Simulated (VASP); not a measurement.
# Ge2Sb2Te5 (P-3m1) in VASP: further runs

Aim: see how the results for Ge2Sb2Te5 move with the level of theory and the settings. Levels: PBE+D3(BJ), PBE. Tasks: single point.

Everything below comes from runs of VASP 6.6.1. Logs are shortened: lines on timing, memory, paths and dates and some standing lists are left out, and cuts for length are marked.

**1. The cell of the first run**

Symmetry: P-3m1, No. 164, trigonal system. Conventional cell: a = 4.232 Å, b = 4.232 Å, c = 16.849 Å, α = 90.00°, β = 90.00°, γ = 120.00°. Te (site symmetry -3m) has 6 Ge at 2.98 Å within 3.9 Å. Te (site symmetry 3m) has 3 Ge at 2.95 Å and 3 Sb at 3.16 Å within 3.9 Å. Within 3.9 Å of Te (site symmetry 3m) lie 3 Sb at 2.99 Å and 3 Te at 3.62 Å. Ge (site symmetry 3m) has 6 Te at 2.95 to 2.98 Å within 3.9 Å. Sb (site symmetry 3m) has 6 Te at 2.99 to 3.16 Å within 3.9 Å.

**2. Single point, PBE+D3(BJ)**

INCAR

```
SYSTEM = Ge2Sb2Te5
ALGO     = Normal         ! electronic algorithm
EDIFF    = 1E-6           ! SCF threshold, eV
ENCUT    = 520            ! plane-wave cutoff, eV
GGA      = PE             ! functional
ISIF     = 2              ! what is computed and relaxed
ISMEAR   = 0              ! smearing method
IVDW     = 12             ! dispersion correction
LASPH    = .TRUE.         ! aspherical terms in the spheres
LCHARG   = .FALSE.        ! write CHGCAR
LREAL    = .FALSE.        ! projectors in reciprocal space
LWAVE    = .FALSE.        ! write WAVECAR
NBANDS   = 44             ! bands
NELM     = 80             ! most SCF steps
PREC     = Accurate       ! precision mode
SIGMA    = 0.03           ! smearing width, eV
```

KPOINTS

```
k-points
0
G
  10 10 2
  0 0 0
```

POSCAR

```
Ge2Sb2Te5
1.0
    4.2318085734      0.0000000000      0.0000000000
   -2.1159042867      3.6648537285      0.0000000000
    0.0000000000      0.0000000000     16.8488882413
Te Ge Sb
5 2 2
Direct
    0.0000000000      0.0000000000      0.0000000000
    0.6666666667      0.3333333333      0.1993943000
    0.3333333333      0.6666666667      0.4208770249
    0.6666666667      0.3333333333      0.5791229751
    0.3333333333      0.6666666667      0.8006057000
    0.3333333333      0.6666666667      0.1007690866
    0.6666666667      0.3333333333      0.8992309134
    0.0000000000      0.0000000000      0.3183019344
    0.0000000000      0.0000000000      0.6816980656
```

Potentials or basis: VASP PAW PBE potentials, release 64 (Te, Ge_d, Sb).

Launch:

```
$ cat potpaw_PBE.64/Te/POTCAR potpaw_PBE.64/Ge_d/POTCAR potpaw_PBE.64/Sb/POTCAR > POTCAR
$ mpirun -np 1 vasp_std > vasp.out
```

OUTCAR:

```text
SYSTEM = Ge2Sb2Te5
   EDIFF = 1E-6
   ENCUT = 520
   GGA = PE
   ISIF = 2
   ISMEAR = 0
   IVDW = 12
   LASPH = .TRUE.
   LREAL = .FALSE.
   NELM = 80
   PREC = Accurate
 IVDW          = 12

 ion  position               nearest neighbor table
   1  0.000  0.000  0.000-   6 2.98   7 2.98   6 2.98   7 2.98   7 2.98   6 2.98
   2  0.667  0.333  0.199-   6 2.95   6 2.95   6 2.95   8 3.16   8 3.16   8 3.16
   3  0.333  0.667  0.421-   8 2.99   8 2.99   8 2.99   4 3.62   4 3.62   4 3.62
   4  0.667  0.333  0.579-   9 2.99   9 2.99   9 2.99   3 3.62   3 3.62   3 3.62
   5  0.333  0.667  0.801-   7 2.95   7 2.95   7 2.95   9 3.16   9 3.16   9 3.16
   6  0.333  0.667  0.101-   2 2.95   2 2.95   2 2.95   1 2.98   1 2.98   1 2.98
   7  0.667  0.333  0.899-   5 2.95   5 2.95   5 2.95   1 2.98   1 2.98   1 2.98
   8  0.000  0.000  0.318-   3 2.99   3 2.99   3 2.99   2 3.16   2 3.16   2 3.16
   9  0.000  0.000  0.682-   4 2.99   4 2.99   4 2.99   5 3.16   5 3.16   5 3.16

  LATTYP: Found a hexagonal cell.
 ALAT       =     4.2318085734
 C/A-ratio  =     3.9814863903

  Lattice vectors:

 A1 = (   4.2318085734,   0.0000000000,   0.0000000000)
 A2 = (  -2.1159042867,   3.6648537285,   0.0000000000)
 A3 = (   0.0000000000,   0.0000000000,  16.8488882413)

Analysis of symmetry for initial positions (statically):
=====================================================================
 Subroutine PRICEL returns:
 Original cell was already a primitive cell.

 Routine SETGRP: Setting up the symmetry group for a
 hexagonal supercell.

 Subroutine GETGRP returns: Found 12 space group operations
 (whereof 12 operations were pure point group operations)
 out of a pool of 24 trial point group operations.

The static configuration has the point symmetry D_3d.

Analysis of symmetry for dynamics (positions and initial velocities):
=====================================================================
 Subroutine PRICEL returns:
 Original cell was already a primitive cell.

 Routine SETGRP: Setting up the symmetry group for a
 hexagonal supercell.

 Subroutine GETGRP returns: Found 12 space group operations
 (whereof 12 operations were pure point group operations)
 out of a pool of 24 trial point group operations.

The dynamic configuration has the point symmetry D_3d.

 Subroutine INISYM returns: Found 12 space group operations
 (whereof 12 operations are pure point group operations),
 and found     1 'primitive' translations

----------------------------------------------------------------------------------------

                                     Primitive cell

  volume of cell :     261.3087

  direct lattice vectors                    reciprocal lattice vectors
     4.231808573  0.000000000  0.000000000     0.236305585  0.136431093  0.000000000
    -2.115904287  3.664853728  0.000000000     0.000000000  0.272862186  0.000000000
     0.000000000  0.000000000 16.848888241     0.000000000  0.000000000  0.059351097

  length of vectors
     4.231808573  4.231808573 16.848888241     0.272862186  0.272862186  0.059351097

  position of ions in fractional coordinates (direct lattice)
     0.000000000  0.000000000  0.000000000
     0.666666667  0.333333333  0.199394300
     0.333333333  0.666666667  0.420877025
     0.666666667  0.333333333  0.579122975
     0.333333333  0.666666667  0.800605700
     0.333333333  0.666666667  0.100769087
     0.666666667  0.333333333  0.899230913
     0.000000000  0.000000000  0.318301934
     0.000000000  0.000000000  0.681698066

  ion indices of the primitive-cell ions
   primitive index   ion index
                 1           1
                 2           2
                 3           3
                 4           4
                 5           5
                 6           6
                 7           7
                 8           8
                 9           9

----------------------------------------------------------------------------------------

 KPOINTS: k-points

Automatic generation of k-mesh.
 Grid dimensions read from file:
 generate k-points for:   10   10    2

 Generating k-lattice:

  Cartesian coordinates                     Fractional coordinates (reciprocal lattice)
     0.023630558  0.013643109  0.000000000     0.100000000  0.000000000  0.000000000
     0.000000000  0.027286219  0.000000000     0.000000000  0.100000000  0.000000000
     0.000000000  0.000000000  0.029675548     0.000000000  0.000000000  0.500000000

  Length of vectors
     0.027286219  0.027286219  0.029675548

  Shift w.r.t. Gamma in fractional coordinates (k-lattice)
     0.000000000  0.000000000  0.000000000

 Subroutine IBZKPT returns following result:
 ===========================================

 Found     28 irreducible k-points:

 Following reciprocal coordinates:
            Coordinates               Weight
  0.000000  0.000000  0.000000      1.000000
  0.100000 -0.000000  0.000000      6.000000
  0.200000 -0.000000  0.000000      6.000000
  0.300000  0.000000  0.000000      6.000000
  0.400000 -0.000000  0.000000      6.000000
  0.500000  0.000000  0.000000      3.000000
[... 16 lines left out ...]
  0.300000  0.100000  0.500000     12.000000
  0.400000  0.100000  0.500000     12.000000
 [... further k-points ...]
   k-points           NKPTS =     28   k-points in BZ     NKDIM =     28   number of bands    NBANDS=     44
   number of dos      NEDOS =    301   number of ions     NIONS =      9
   total plane-waves  NPLWV = 129024
   dimension x,y,z NGX =    32 NGY =   32 NGZ =  126
   dimension x,y,z NGXF=    64 NGYF=   64 NGZF=  252
   ions per type =               5   2   2
   NGX,Y,Z   is equivalent  to a cutoff of  12.57, 12.57, 12.43 a.u.
   NGXF,Y,Z  is equivalent  to a cutoff of  25.14, 25.14, 24.86 a.u.
 SYSTEM =  Ge2Sb2Te5
   PREC   = accura    normal or accurate (medium, high low for compatibility)
   ISTART =      0    job   : 0-new  1-cont  2-samecut
   ICHARG =      2    charge: 1-file 2-atom 10-const
   ISPIN  =      1    spin polarized calculation?
   LNONCOLLINEAR =      F non collinear calculations
   LSORBIT =      F    spin-orbit coupling
   LASPH  =      T    aspherical Exc in radial PAW
   ENCUT  =  520.0 eV  38.22 Ry    6.18 a.u.   7.87  7.87 31.33*2*pi/ulx,y,z
   NELM   =     80;   NELMIN=  2; NELMDL= -5     # of ELM steps
   EDIFF  = 0.1E-05   stopping-criterion for ELM
   LREAL  =      F    real-space projection
   EDIFFG = 0.1E-04   stopping-criterion for IOM
   NSW    =      0    number of steps for IOM
   IBRION =     -1    ionic relax: 0-MD 1-quasi-New 2-CG
   NFREE  =      0    steps in history (QN), initial steepest desc. (CG)
   ISIF   =      2    stress and relaxation
   ISYM   =      2    0-nonsym 1-usesym 2-fastsym
   POTIM  = 0.5000    time-step for ionic-motion
   TEBEG  =    0.0;   TEEND  =   0.0 temperature during run
   PSTRESS=    0.0 pullay stress
   NELECT =      68.0000    total number of electrons
   NUPDOWN=      -1.0000    fix difference up-down
   EMIN   =  10.00;   EMAX   =-10.00  energy-range for DOS
   EFERMI =   0.00;   METHOD = LEGACY
   ISMEAR =     0;   SIGMA  =   0.03  broadening in eV -4-tet -1-fermi 0-gaus
   EFERMI_NEDOS =   21; number of points for ismear=-14 and -15
   IALGO  =     38    algorithm
   IMIX   =      4    mixing-type and parameters
     AMIX     =   0.40;   BMIX     =  1.00
     AMIX_MAG =   1.60;   BMIX_MAG =  1.00
  volume/ion in A,a.u.               =      29.03       195.93
  Fermi-wavevector in a.u.,A,eV,Ry     =   1.045185  1.975113 14.863163  1.092412
  Thomas-Fermi vector in A             =   2.179970
   LORBIT       =      0    0 simple, 1 ext, 2 COOP (PROOUT), +10 PAW based schemes
   GGA     = PE    functional components
   LHFCALC =     F    Hartree Fock is set to
   AEXX    =    0.0000 exact exchange contribution
   IVDW    =    12    specifies the selected vdW correction
   LEPSILON=     F    determine dielectric tensor
   LRPA    =     F    only Hartree local field effects (RPA)
 non-spin polarized calculation
 Gauss-broadening in eV      SIGMA  =   0.03
  energy-cutoff  :      520.00
  volume of cell :      261.31
 maximum number of plane-waves:      7080
 NGX is ok and might be reduce to    32
   NGX = 15   NGY = 15   NGZ = 63

 number of electron      67.9999996 magnetization

 Free energy of the ion-electron system (eV)
  ---------------------------------------------------
  ext. energy  EPLUGINS =         0.00000000
  ---------------------------------------------------
  free energy    TOTEN  =       -33.87503345 eV

  energy without entropy =      -33.87502352  energy(sigma->0) =      -33.87502849

 E-fermi :   6.9156     XC(G=0):  -9.6239

 val. band max:        6.8647725614   @ k =   0.0000   0.0000   0.0000
 cond. band min:       6.9716807495   @ k =   0.0000   0.0000   0.0000
 fundamental gap:      0.1069081881
 Fermi energy:         6.9156390083

 k-point     1 :       0.0000    0.0000    0.0000
  band No.  band energies     occupation
      1     -18.1958      2.00000
      2     -18.1958      2.00000
      3     -18.1948      2.00000
      4     -18.1948      2.00000
      5     -18.1891      2.00000
      6     -18.1889      2.00000
[... 36 lines left out ...]
     43       8.4714      0.00000
     44       9.5529      0.00000

 k-point     2 :       0.1000   -0.0000    0.0000
  band No.  band energies     occupation
      1     -18.1961      2.00000
      2     -18.1957      2.00000
      3     -18.1950      2.00000
      4     -18.1947      2.00000
      5     -18.1890      2.00000
      6     -18.1888      2.00000
[... 36 lines left out ...]
     43       8.8087      0.00000
     44       9.6790      0.00000

 k-point     3 :       0.2000   -0.0000    0.0000
  band No.  band energies     occupation
      1     -18.1969      2.00000
      2     -18.1955      2.00000
      3     -18.1955      2.00000
      4     -18.1944      2.00000
      5     -18.1891      2.00000
      6     -18.1885      2.00000
[... 36 lines left out ...]
     43       9.7541      0.00000
     44      10.1149      0.00000

 k-point     4 :       0.3000    0.0000    0.0000
  band No.  band energies     occupation
      1     -18.1980      2.00000
      2     -18.1963      2.00000
      3     -18.1954      2.00000
      4     -18.1940      2.00000
      5     -18.1893      2.00000
      6     -18.1880      2.00000
[... 882 lines left out ...]
     43      10.0834      0.00000
     44      10.3522      0.00000

 k-point    23 :       0.3000    0.1000    0.5000
  band No.  band energies     occupation
      1     -18.1983      2.00000
      2     -18.1967      2.00000
      3     -18.1954      2.00000
      4     -18.1940      2.00000
      5     -18.1892      2.00000
      6     -18.1880      2.00000
[... 36 lines left out ...]
     43       9.9548      0.00000
     44      10.5340      0.00000

 k-point    24 :       0.4000    0.1000    0.5000
  band No.  band energies     occupation
      1     -18.1988      2.00000
      2     -18.1969      2.00000
      3     -18.1955      2.00000
      4     -18.1938      2.00000
      5     -18.1894      2.00000
      6     -18.1880      2.00000
[... 36 lines left out ...]
     43      10.2407      0.00000
     44      10.4987      0.00000

 [... further k-points ...]

------------------------ aborting loop because EDIFF is reached ----------------------------------------

 Edisp (eV)   -3.89332

 E8    (eV) :    -1.7873

  FORCE on cell =-STRESS in cart. coord.  units (eV):
  Direction    XX          YY          ZZ          XY          YZ          ZX
  --------------------------------------------------------------------------------------
  -------------------------------------------------------------------------------------
  Total      -0.13381    -0.13381    -0.09334    -0.00000     0.00000     0.00000
  in kB      -0.82043    -0.82043    -0.57230    -0.00000     0.00000     0.00000
  external pressure =       -0.74 kB  Pullay stress =        0.00 kB

 VOLUME and BASIS-vectors are now :
 -----------------------------------------------------------------------------
  energy-cutoff  :      520.00
  volume of cell :      261.31
      direct lattice vectors                 reciprocal lattice vectors
     4.231808573  0.000000000  0.000000000     0.236305585  0.136431093  0.000000000
    -2.115904287  3.664853728  0.000000000     0.000000000  0.272862186  0.000000000
     0.000000000  0.000000000 16.848888241     0.000000000  0.000000000  0.059351097

 POSITION                                       TOTAL-FORCE (eV/Angst)
 -----------------------------------------------------------------------------------
      0.00000      0.00000      0.00000        -0.000000      0.000000     -0.000000
      2.11590      1.22162      3.35957         0.000000      0.000000      0.010015
     -0.00000      2.44324      7.09131        -0.000000      0.000000      0.021284
      2.11590      1.22162      9.75758         0.000000     -0.000000     -0.021284
     -0.00000      2.44324     13.48932        -0.000000      0.000000     -0.010015
     -0.00000      2.44324      1.69785        -0.000000      0.000000      0.005856
      2.11590      1.22162     15.15104         0.000000      0.000000     -0.005856
      0.00000      0.00000      5.36303        -0.000000      0.000000     -0.022974
      0.00000      0.00000     11.48585        -0.000000      0.000000      0.022974
 -----------------------------------------------------------------------------------
    total drift:                               -0.000000      0.000000      0.000000

  FREE ENERGIE OF THE ION-ELECTRON SYSTEM (eV)
  ---------------------------------------------------
  free  energy   TOTEN  =       -37.7683545331 eV

  energy  without entropy=      -37.7683445940  energy(sigma->0) =      -37.76834956
```

Wall time 9.5 min (1 thread of Oxide Virtual Turin-like, shared host); peak memory 0.49 GiB.

Results:

| Item | Value |
| --- | --- |
| Free energy | -37.7684 eV |
| Pressure | -0.1 GPa |
| Largest force | 0.023 eV/Å |
| Band gap on the k mesh | 0.11 eV, direct |
| Dispersion energy per atom | -0.433 eV |

Forces in eV/Å, atoms in the order of the input:
```
Te   0.000  0.000  0.000
Te   0.000  0.000  0.010
Te   0.000  0.000  0.021
Te   0.000  0.000 -0.021
Te   0.000  0.000 -0.010
Ge   0.000  0.000  0.006
Ge   0.000  0.000 -0.006
Sb   0.000  0.000 -0.023
Sb   0.000  0.000  0.023
```

Caveat: spin-orbit coupling is left out, which moves the levels of the heavy elements.

**3. Single point, PBE**

INCAR

```
SYSTEM = Ge2Sb2Te5
PREC     = Accurate       ! precision mode
ENCUT    = 520            ! plane-wave cutoff, eV
EDIFF    = 1E-6           ! SCF threshold, eV
ISMEAR   = 0              ! smearing method
SIGMA    = 0.03           ! smearing width, eV
LREAL    = .False.        ! projectors in reciprocal space
LASPH    = .True.         ! aspherical terms in the spheres
NELM     = 60             ! most SCF steps
ALGO     = Normal         ! electronic algorithm
ISIF     = 2              ! what is computed and relaxed
LWAVE    = .False.        ! write WAVECAR
LCHARG   = .False.        ! write CHGCAR
GGA      = PE             ! functional
NBANDS   = 44             ! bands
```

KPOINTS

```
regular mesh
0
Gamma
  10 10 2
  0 0 0
```

POSCAR is that of step 2.

Potentials or basis: VASP PAW PBE potentials, release 64 (Te, Ge_d, Sb).

Launch:

```
$ cat potpaw_PBE.64/Te/POTCAR potpaw_PBE.64/Ge_d/POTCAR potpaw_PBE.64/Sb/POTCAR > POTCAR
$ mpirun -np 1 vasp_std > vasp.out
```

Wall time 9.9 min (1 thread of Oxide Virtual Turin-like, shared host); peak memory 0.48 GiB.

Results (log left out):

```
Free energy            : -33.8750 eV
Pressure               : 2.4 GPa
Largest force          : 0.024 eV/Å
Band gap on the k mesh : 0.11 eV, direct
```

Forces in eV/Å, atoms in the order of the input:
```
Te   0.000  0.000  0.000
Te   0.000  0.000  0.008
Te   0.000  0.000  0.024
Te   0.000  0.000 -0.024
Te   0.000  0.000 -0.008
Ge   0.000  0.000  0.001
Ge   0.000  0.000 -0.001
Sb   0.000  0.000 -0.012
Sb   0.000  0.000  0.012
```

Levels at points of the mesh, in eV from the valence-band top:
```
           k point  band 31  band 32  band 33  band 34  band 35  band 36  band 37  band 38
(0.00, 0.00, 0.00)    -1.44    -1.16    -0.87     0.00     0.11     0.11     0.23     0.84
(0.50, 0.00, 0.00)    -1.82    -1.76    -1.43    -0.90     0.26     0.90     0.91     1.15
(0.00, 0.00, 0.50)    -1.58    -1.46    -0.73    -0.18     0.33     0.33     0.46     0.46
(0.50, 0.00, 0.50)    -2.27    -2.03    -1.47    -0.62     0.23     0.38     1.49     1.52
```

Caveat: spin-orbit coupling is left out, which moves the levels of the heavy elements. A k mesh can miss the band edges.
